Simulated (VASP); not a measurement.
The system is KNd2Sb3.

```
K Nd Sb
1.0
     4.95333    0.00000    0.00000
    -2.47667    4.28971    0.00000
     0.00000    0.00000   10.39740
K Nd Sb
1 2 3
Direct
  0.66667 0.33333 0.00000
  0.33333 0.66667 0.12209
  0.33333 0.66667 0.87791
  0.00000 0.00000 0.50000
  0.00000 0.00000 0.81945
  0.00000 0.00000 0.18055
```

The cell was generated, and may not be a known phase.

- Program: VASP 6.6.1
- Task: relaxation of cell and atoms
- Functional: PBE
- Potentials or basis: VASP PAW PBE potentials, release 64 (K_sv, Nd_3, Sb), 4f in core
- Cutoff: 500 eV
- k mesh: 4 × 4 × 2
- Occupations: gaussian, width 0.2 eV
- Spin: no spin polarisation

At the start: pressure 8.6 GPa; volume 36.82 Å³/atom.

Where does the relaxation end?

Over 29 steps the energy falls by 1516.3 meV/atom and the volume is 37.70 Å³/atom (+2.4 %); space group P-6m2 (No. 187, to 0.1 Å) before and after.

The path:
```
step  energy change (eV)  largest force (eV/Å)  pressure (GPa)  volume (Å³)
   1              0.0000                4.6267            8.64       220.93
   2             -2.3615                2.1849           -1.26       290.28
   3             -2.3939                2.2647           -1.51       296.16
   4             -2.4236                2.2445           -2.01       308.16
   5             -3.2199                1.8612           -1.80       293.20
   6             -4.9917                1.5524           -0.61       251.13
   7             -5.9209                4.1137           14.12       178.86
   8             -6.0600                2.1412            3.15       215.46
   9             -6.4156                2.7318            7.09       196.63
  10             -6.8324                2.5269            6.38       197.04
  11             -7.7707                1.6954            5.02       198.27
  12             -6.2679                5.6867            5.38       200.76
  13             -7.9004                1.3980            4.79       198.69
  14             -7.9130                1.2899            4.72       198.86
  15             -8.2944                0.6722            2.51       205.47
  16             -8.5916                0.1201           -0.41       217.12
  17             -8.6100                0.3053           -1.08       220.56
  18             -8.6107                0.3530           -1.25       221.50
  19             -8.6629                0.3853           -0.87       219.17
  20             -8.7540                0.4663            0.55       212.12
  21             -8.7607                0.4833            1.23       209.24
  22             -8.8146                0.5621            0.98       211.29
  23             -8.9018                0.6394            0.37       217.03
  24             -8.9653                0.5669           -0.09       220.68
  25             -9.0422                0.3501           -1.11       230.88
  26             -9.0817                0.1013           -0.28       227.41
  27             -9.0857                0.1076            0.09       226.03
  28             -9.0923                0.0975            0.12       226.09
  29             -9.0979                0.0782            0.21       226.18
```

Final structure:
```
K Nd Sb
1.0
     4.85663    0.00000    0.00000
    -2.42831    4.20596    0.00000
     0.00000    0.00000   11.07266
K Nd Sb
1 2 3
Cartesian
  2.4283 1.4020 0.0000
  0.0000 2.8040 3.6698
  0.0000 2.8040 7.4029
  0.0000 0.0000 5.5363
  0.0000 0.0000 8.7543
  0.0000 0.0000 2.3184
```

Caveat: the relaxation stopped at a loose force limit of 0.08 eV/Å, so its end isn't a converged minimum.
